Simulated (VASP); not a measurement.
# Ti in VASP: further runs

Ti is run at these levels: pbe exchange, pbesol correlation, pbesol exchange, pbe correlation, HSE06, PBE0; tasks: single point.

Program: VASP 6.6.1. These are calculated values, not measurements. Logs are shortened: lines on timing, memory, paths and dates and some standing lists are left out, and cuts for length are marked.

## 1. The cell of the first run

It takes space group Im-3m (No. 229, cubic). The conventional cell has a = 3.282 Å, b = 3.282 Å, c = 3.282 Å, α = 90.00°, β = 90.00°, γ = 90.00°. Within 3.7 Å of Ti (site symmetry m-3m) lie 14 Ti at 2.84 to 3.28 Å.

This isn't the form of Ti at room conditions, which is hcp.

## 2. Single point, pbe exchange, pbesol correlation, non-collinear spin, zero start, spin-orbit coupling

The input, INCAR:

```
SYSTEM = Ti
ALGO = Normal ; EDIFF = 1E-6
ENCUT = 500 ; GGA = LIBXC
GGA_COMPAT = .FALSE. ; ISIF = 2
ISMEAR = -1 ; LASPH = .TRUE.
LCHARG = .FALSE. ; LIBXC1 = GGA_X_PBE
LIBXC2 = GGA_C_PBE_SOL ; LMAXMIX = 4
LORBIT = 11 ; LORBMOM = .TRUE.
LREAL = .FALSE. ; LSORBIT = .TRUE.
LWAVE = .FALSE. ; MAGMOM = 0 0 0
NBANDS = 23 ; NELM = 200
PREC = Accurate ; SIGMA = 0.05
```

The input, KPOINTS:

```
k-points
0
G
  8 8 8
  0 0 0
```

The input, POSCAR:

```
Ti
1.0
   -1.6410000000      1.6410000000      1.6410000000
    1.6410000000     -1.6410000000      1.6410000000
    1.6410000000      1.6410000000     -1.6410000000
Ti
1
Direct
    0.0000000000      0.0000000000      0.0000000000
```

Potentials or basis: VASP PAW PBE potentials, release 64 (Ti_sv).

On the command line:

```console
> cat potpaw_PBE.64/Ti_sv/POTCAR > POTCAR
> mpirun -np 1 vasp_ncl > vasp.out
```

OUTCAR:

```text
SYSTEM = Ti
   EDIFF = 1E-6
   ENCUT = 500
   GGA = LIBXC
   ISIF = 2
   ISMEAR = -1
   LASPH = .TRUE.
   LORBIT = 11
   LREAL = .FALSE.
   LSORBIT = .TRUE.
   NELM = 200
   PREC = Accurate

 ion  position               nearest neighbor table
   1  0.000  0.000  0.000-

  LATTYP: Found a body centered cubic cell.
 ALAT       =     3.2820000000

  Lattice vectors:

 A1 = (  -1.6410000000,   1.6410000000,   1.6410000000)
 A2 = (   1.6410000000,  -1.6410000000,   1.6410000000)
 A3 = (   1.6410000000,   1.6410000000,  -1.6410000000)

Analysis of symmetry for initial positions (statically):
=====================================================================
 Subroutine PRICEL returns:
 Original cell was already a primitive cell.

 Routine SETGRP: Setting up the symmetry group for a
 body centered cubic supercell.

 Subroutine GETGRP returns: Found 48 space group operations
 (whereof 48 operations were pure point group operations)
 out of a pool of 48 trial point group operations.

The static configuration has the point symmetry O_h .

Analysis of symmetry for dynamics (positions and initial velocities):
=====================================================================
 Subroutine PRICEL returns:
 Original cell was already a primitive cell.

 Routine SETGRP: Setting up the symmetry group for a
 body centered cubic supercell.

 Subroutine GETGRP returns: Found 48 space group operations
 (whereof 48 operations were pure point group operations)
 out of a pool of 48 trial point group operations.

The dynamic configuration has the point symmetry O_h .

Analysis of structural, dynamic, and magnetic symmetry:
=====================================================================
 Subroutine PRICEL returns:
 Original cell was already a primitive cell.

 Routine SETGRP: Setting up the symmetry group for a
 body centered cubic supercell.

 Subroutine GETGRP returns: Found 48 space group operations
 (whereof 48 operations were pure point group operations)
 out of a pool of 48 trial point group operations.

The overall configuration has the point symmetry O_h .

 Subroutine INISYM returns: Found 48 space group operations
 (whereof 48 operations are pure point group operations),
 and found     1 'primitive' translations

----------------------------------------------------------------------------------------

                                     Primitive cell

  volume of cell :      17.6761

  direct lattice vectors                    reciprocal lattice vectors
    -1.641000000  1.641000000  1.641000000     0.000000000  0.304692261  0.304692261
     1.641000000 -1.641000000  1.641000000     0.304692261  0.000000000  0.304692261
     1.641000000  1.641000000 -1.641000000     0.304692261  0.304692261  0.000000000

  length of vectors
     2.842295375  2.842295375  2.842295375     0.430899928  0.430899928  0.430899928

  position of ions in fractional coordinates (direct lattice)
     0.000000000  0.000000000  0.000000000

  ion indices of the primitive-cell ions
   primitive index   ion index
                 1           1

----------------------------------------------------------------------------------------

 KPOINTS: k-points

Automatic generation of k-mesh.
 Grid dimensions read from file:
 generate k-points for:    8    8    8

 Generating k-lattice:

  Cartesian coordinates                     Fractional coordinates (reciprocal lattice)
     0.000000000  0.038086533  0.038086533     0.125000000  0.000000000  0.000000000
     0.038086533  0.000000000  0.038086533     0.000000000  0.125000000  0.000000000
     0.038086533  0.038086533  0.000000000     0.000000000  0.000000000  0.125000000

  Length of vectors
     0.053862491  0.053862491  0.053862491

  Shift w.r.t. Gamma in fractional coordinates (k-lattice)
     0.000000000  0.000000000  0.000000000

 Subroutine IBZKPT returns following result:
 ===========================================
[... 46 lines left out ...]
   ENCUT  =  500.0 eV  36.75 Ry    6.06 a.u.   5.18  5.18  5.18*2*pi/ulx,y,z
   NELM   =    200;   NELMIN=  2; NELMDL= -5     # of ELM steps
   EDIFF  = 0.1E-05   stopping-criterion for ELM
   LREAL  =      F    real-space projection
   EDIFFG = 0.1E-04   stopping-criterion for IOM
   NSW    =      0    number of steps for IOM
   IBRION =     -1    ionic relax: 0-MD 1-quasi-New 2-CG
   NFREE  =      0    steps in history (QN), initial steepest desc. (CG)
   ISIF   =      2    stress and relaxation
   ISYM   =      2    0-nonsym 1-usesym 2-fastsym
   POTIM  = 0.5000    time-step for ionic-motion
   TEBEG  =    0.0;   TEEND  =   0.0 temperature during run
   PSTRESS=    0.0 pullay stress
   NELECT =      12.0000    total number of electrons
   NUPDOWN=      -1.0000    fix difference up-down
   EMIN   =  10.00;   EMAX   =-10.00  energy-range for DOS
   EFERMI =   0.00;   METHOD = LEGACY
   ISMEAR =    -1;   SIGMA  =   0.05  broadening in eV -4-tet -1-fermi 0-gaus
   EFERMI_NEDOS =   21; number of points for ismear=-14 and -15
   IALGO  =     38    algorithm
   IMIX   =      4    mixing-type and parameters
     AMIX     =   0.40;   BMIX     =  1.00
     AMIX_MAG =   1.60;   BMIX_MAG =  1.00
  volume/ion in A,a.u.               =      17.68       119.28
  Fermi-wavevector in a.u.,A,eV,Ry     =   1.438821  2.718977 28.166848  2.070205
  Thomas-Fermi vector in A             =   2.557745
   LORBIT       =     11    0 simple, 1 ext, 2 COOP (PROOUT), +10 PAW based schemes
   GGA     = LIBXC    functional components
   LHFCALC =     F    Hartree Fock is set to
   AEXX    =    0.0000 exact exchange contribution
   IVDW    =     0    specifies the selected vdW correction
   LEPSILON=     F    determine dielectric tensor
   LRPA    =     F    only Hartree local field effects (RPA)
  energy-cutoff  :      500.00
  volume of cell :       17.68
 maximum number of plane-waves:       932
 NGX is ok and might be reduce to    24
   NGX = 11   NGY = 11   NGZ = 11

 number of electron      12.0000000 magnetization       0.0000000      0.0000000      0.0000000

 number of electron      12.0000001 magnetization       0.0000000     -0.0000000     -0.0000000

 number of electron      12.0000001 magnetization      -0.0000000      0.0000000      0.0000000

 Free energy of the ion-electron system (eV)
  ---------------------------------------------------
  ext. energy  EPLUGINS =         0.00000000
  ---------------------------------------------------
  free energy    TOTEN  =        -7.56402501 eV

  energy without entropy =       -7.54471182  energy(sigma->0) =       -7.55436841

 E-fermi :   7.8715     XC(G=0): -11.4207

 val. band max:        7.8652430025   @ k =  -0.3750   0.3750   0.1250
 cond. band min:       7.8955274577   @ k =   0.5000   0.5000   0.1250
 fundamental gap:      0.0302844551
 Fermi energy:         7.8715116674

 k-point     1 :       0.0000    0.0000    0.0000
  band No.  band energies     occupation
      1     -48.6593      1.00000
      2     -48.6593      1.00000
      3     -25.0010      1.00000
      4     -25.0010      1.00000
      5     -24.3385      1.00000
      6     -24.3385      1.00000
[... 613 lines left out ...]
     22      18.8715      0.00000
     23      20.7025      0.00000

 [... further k-points ...]

------------------------ aborting loop because EDIFF is reached ----------------------------------------

  FORCE on cell =-STRESS in cart. coord.  units (eV):
  Direction    XX          YY          ZZ          XY          YZ          ZX
  --------------------------------------------------------------------------------------
  -------------------------------------------------------------------------------------
  Total       -0.3118635     -0.3118635     -0.3118635     -0.0000000     -0.0000000      0.0000000
  in kB      -28.2676283    -28.2676283    -28.2676283     -0.0000000     -0.0000000      0.0000000
  external PRESSURE =     -28.2676283 kB  Pullay stress =       0.0000000 kB

 VOLUME and BASIS-vectors are now :
 -----------------------------------------------------------------------------
  energy-cutoff  :      500.00
  volume of cell :       17.68
      direct lattice vectors                 reciprocal lattice vectors
    -1.641000000  1.641000000  1.641000000     0.000000000  0.304692261  0.304692261
     1.641000000 -1.641000000  1.641000000     0.304692261  0.000000000  0.304692261
     1.641000000  1.641000000 -1.641000000     0.304692261  0.304692261  0.000000000

 POSITION                                       TOTAL-FORCE (eV/Angst)
 -----------------------------------------------------------------------------------
      0.00000      0.00000      0.00000         0.000000      0.000000      0.000000
 -----------------------------------------------------------------------------------
    total drift:                                0.000000      0.000000      0.000000

  FREE ENERGIE OF THE ION-ELECTRON SYSTEM (eV)
  ---------------------------------------------------
  free  energy   TOTEN  =        -7.5640250116 eV

  energy  without entropy=       -7.5447118166  energy(sigma->0) =       -7.55436841

 orbital moment (x)

 # of ion     p       d       tot
 ----------------------------------------
  1         0.000   0.000   0.000
 ----------------------------------------
            0.000   0.000   0.000

 orbital moment (y)

 # of ion     p       d       tot
 ----------------------------------------
  1         0.000   0.000   0.000
 ----------------------------------------
            0.000   0.000   0.000

 orbital moment (z)

 # of ion     p       d       tot
 ----------------------------------------
  1         0.000   0.000   0.000
 ----------------------------------------
            0.000   0.000   0.000

 Spin-Orbit-Coupling matrix elements

 Ion:    1  E_soc:     -0.0111656
 l=   1
     0.0000000    -0.0017590    -0.0017590
    -0.0017590     0.0000000    -0.0017590
    -0.0017590    -0.0017590     0.0000000
 l=   2
     0.0000000    -0.0000168     0.0000000    -0.0000168    -0.0000852
    -0.0000168     0.0000000    -0.0000639    -0.0000168    -0.0000213
     0.0000000    -0.0000639     0.0000000    -0.0000639     0.0000000
    -0.0000168    -0.0000168    -0.0000639     0.0000000    -0.0000213
    -0.0000852    -0.0000213     0.0000000    -0.0000213     0.0000000
 l=   3
     0.0000000     0.0000000     0.0000000     0.0000000     0.0000000     0.0000000     0.0000000
     0.0000000     0.0000000     0.0000000     0.0000000     0.0000000     0.0000000     0.0000000
     0.0000000     0.0000000     0.0000000     0.0000000     0.0000000     0.0000000     0.0000000
     0.0000000     0.0000000     0.0000000     0.0000000     0.0000000     0.0000000     0.0000000
     0.0000000     0.0000000     0.0000000     0.0000000     0.0000000     0.0000000     0.0000000
     0.0000000     0.0000000     0.0000000     0.0000000     0.0000000     0.0000000     0.0000000
     0.0000000     0.0000000     0.0000000     0.0000000     0.0000000     0.0000000     0.0000000

 total charge

# of ion       s       p       d       tot
------------------------------------------
    1        2.241   6.104   1.920  10.266

 magnetization (x)

# of ion       s       p       d       tot
------------------------------------------
    1       -0.000   0.000  -0.000  -0.000

 magnetization (y)

# of ion       s       p       d       tot
------------------------------------------
    1        0.000  -0.000   0.000   0.000

 magnetization (z)

# of ion       s       p       d       tot
------------------------------------------
    1        0.000   0.000   0.000   0.000
```

Wall time 33 s (1 thread of Intel Xeon Platinum 8488C (Sapphire Rapids), shared host); peak memory 0.2 GiB.

Results:

* Free energy: -7.5640 eV
* Pressure: -2.8 GPa
* Net moment: 0.00 μB per cell
* Valence electrons inside the program's atomic spheres: Ti 10.27

Moments on the atoms (μB; x, y, z):
```
Ti  0.00 0.00 0.00
```

Caveat: the PAW data sets were made with another functional, which shifts forces and pressure a little.

## 3. Single point, pbesol exchange, pbe correlation, collinear spin (the cell strained at random)

The input, INCAR:

```
  ALGO = Normal
  EDIFF = 1E-6
  ENCUT = 500
  GGA = LIBXC
  GGA_COMPAT = False
  ISIF = 2
  ISMEAR = -5
  ISPIN = 2
  LASPH = True
  LCHARG = False
  LIBXC1 = GGA_X_PBE_SOL
  LIBXC2 = GGA_C_PBE
  LMAXMIX = 4
  LORBIT = 11
  LREAL = False
  LWAVE = False
  MAGMOM = 1
  NBANDS = 16
  NELM = 200
  NUPDOWN = 1.0
  PREC = Accurate
  SIGMA = 0.05
```

The input, KPOINTS:

```
k-points
0
Gamma
  11 11 11
```

The input, POSCAR:

```
Ti
1.0
   -1.6360570000      1.7124050000      1.6713320000
    1.6529560000     -1.6609740000      1.6368000000
    1.5751550000      1.6000720000     -1.6199000000
Ti
1
Direct
    0.0000000000      0.0000000000      0.0000000000
```

Potentials or basis: VASP PAW PBE potentials, release 64 (Ti_sv).

On the command line:

```console
> cat potpaw_PBE.64/Ti_sv/POTCAR > POTCAR
> mpirun -np 1 vasp_std > vasp.out
```

Wall time 2.8 min (1 thread of Intel Xeon Platinum 8488C (Sapphire Rapids), shared host); peak memory 0.36 GiB.

The run converged. Its results:

```yaml
Free_energy: -8.3622 eV
Pressure: -4.8 GPa
Net_moment: 1.00 μB per cell
Site_moments: Ti +0.70 μB
Valence_electrons_inside_the_program's_atomic_spheres: Ti 10.23
```

Stress tensor (GPa, compression positive):
```
-4.66  0.79  0.18
 0.79 -5.05 -0.70
 0.18 -0.70 -4.65
```

Caveat: the cell differs from its parent crystal (the cell strained at random); the cell stands under tension; the PAW data sets were made with another functional, which shifts forces and pressure a little; the total moment is fixed, so each spin has its own Fermi level.

## 4. Single point, HSE06

This run uses another cell than the first one, of 17.35 Å³/atom.

The input, POSCAR:

```
Ti
1.0
   -1.6308518958      1.6308518958      1.6308518958
    1.6308518958     -1.6308518958      1.6308518958
    1.6308518958      1.6308518958     -1.6308518958
Ti
1
Direct
    0.0000000000      0.0000000000      0.0000000000
```

The input, INCAR.step1:

```
SYSTEM = Ti
PREC = Accurate
ENCUT = 520
EDIFF = 1E-5
ISMEAR = -1
SIGMA = 0.05
LREAL = .False.
LASPH = .True.
NELM = 100
ALGO = Normal
ISIF = 2
LWAVE = .True.
LCHARG = .False.
GGA = PE
NBANDS = 12
```

The input, INCAR.step2:

```
SYSTEM = Ti
PREC = Accurate
ENCUT = 520
EDIFF = 1E-6
ISMEAR = -1
SIGMA = 0.05
LREAL = .False.
LASPH = .True.
NELM = 100
ALGO = Normal
ISIF = 2
LWAVE = .False.
LCHARG = .False.
GGA = PE
LHFCALC = .True.
HFSCREEN = 0.2079
PRECFOCK = Normal
ISTART = 1
NBANDS = 12
```

The input, KPOINTS:

```
Automatic mesh
0
Gamma
  6 6 6
  0 0 0
```

On the command line:

```console
> cat potpaw_PBE.64/Ti_sv/POTCAR > POTCAR
> cp INCAR.step1 INCAR
> mpirun -np 1 vasp_std > vasp.out
> cp INCAR.step2 INCAR
> mpirun -np 1 vasp_std > vasp.out
```

Run time: 14 min. Hardware: 1 thread of AMD EPYC 7R43 (Zen 3), shared host; peak memory 0.21 GiB.

Results (log left out):

```
Free energy            : -9.2476 eV
Pressure               : -0.5 GPa
Band gap on the k mesh : zero (bands 6 and 7 overlap by 2.50 eV)
```

Levels at points of the mesh, in eV from the Fermi level:
| k point | band 4 | band 5 | band 6 | band 7 | band 8 | band 9 |
| --- | --- | --- | --- | --- | --- | --- |
| (0.00, 0.00, 0.00) | -35.78 | -7.23 | 1.61 | 1.61 | 1.61 | 3.40 |
| (0.50, 0.00, 0.00) | -35.79 | -3.03 | -0.27 | 0.80 | 3.39 | 3.68 |
| (0.50, 0.50, 0.50) | -36.25 | -2.75 | -2.75 | 4.74 | 4.74 | 4.74 |

Caveat: the k points lie up to 0.45 Å⁻¹ apart, too coarse for converged energies and pressures of a metal; the PAW data sets were made with another functional, which shifts forces and pressure a little.

(Continued in part 2 of 2.)
